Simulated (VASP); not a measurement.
## TiAl: single point with r2SCAN

TiAl:

```
Ti Al
1.0
     3.17135    0.00000    0.00000
     0.00000    3.17135    0.00000
     0.00000    0.00000    3.26649
Ti Al
1 1
Direct
  0.00000 0.00000 0.00000
  0.50000 0.50000 0.50000
```

This cell differs from its parent crystal: strain +0.000 along x and y, +0.030 along z.

```yaml
Program: VASP 6.6.1
Task: single point
Functional: r2SCAN
Potentials_or_basis: VASP PAW PBE potentials, release 64 (Ti_sv, Al)
Cutoff: 520 eV
k_mesh: 20 × 20 × 20
Occupations: gaussian, width 0.15 eV
Spin: no spin polarisation
Dipole_correction: no
Further_INCAR_settings: ALGO = Normal; EDIFF = 1e-07; NBANDS = 14
```

```json
{
 "Pressure": "-3.2 GPa"
}
```

Stress tensor (GPa, compression positive):
```
-3.67  0.00  0.00
 0.00 -3.67  0.00
 0.00  0.00 -2.27
```

Levels at points of the mesh, in eV from the Fermi level:
| k point | band 4 | band 5 | band 6 | band 7 | band 8 | band 9 | band 10 | band 11 |
| --- | --- | --- | --- | --- | --- | --- | --- | --- |
| (0.00, 0.00, 0.00) | -34.46 | -9.76 | -1.59 | -1.53 | 1.94 | 1.94 | 2.12 | 3.95 |
| (0.50, 0.00, 0.00) | -34.45 | -6.32 | -5.51 | -0.60 | 0.04 | 0.42 | 2.16 | 3.11 |
| (0.50, 0.50, 0.00) | -34.48 | -5.03 | -2.29 | -2.29 | -1.54 | 0.70 | 0.70 | 2.82 |
| (0.00, 0.00, 0.50) | -34.45 | -6.61 | -5.58 | -0.69 | 0.37 | 0.37 | 2.29 | 2.80 |
| (0.50, 0.00, 0.50) | -34.44 | -5.24 | -2.54 | -2.36 | -1.62 | 0.94 | 0.96 | 2.70 |
| (0.50, 0.50, 0.50) | -34.61 | -3.20 | -3.20 | -3.18 | 0.80 | 2.73 | 2.74 | 2.86 |

It took 4 min on 1 thread of Intel(R) Xeon(R) 6975P-C (Granite Rapids) (shared host), peak memory 0.44 GiB.

Caveat: the cell differs from its parent crystal (strain +0.000 along x and y, +0.030 along z); the PAW data sets were made with another functional, which shifts forces and pressure a little.
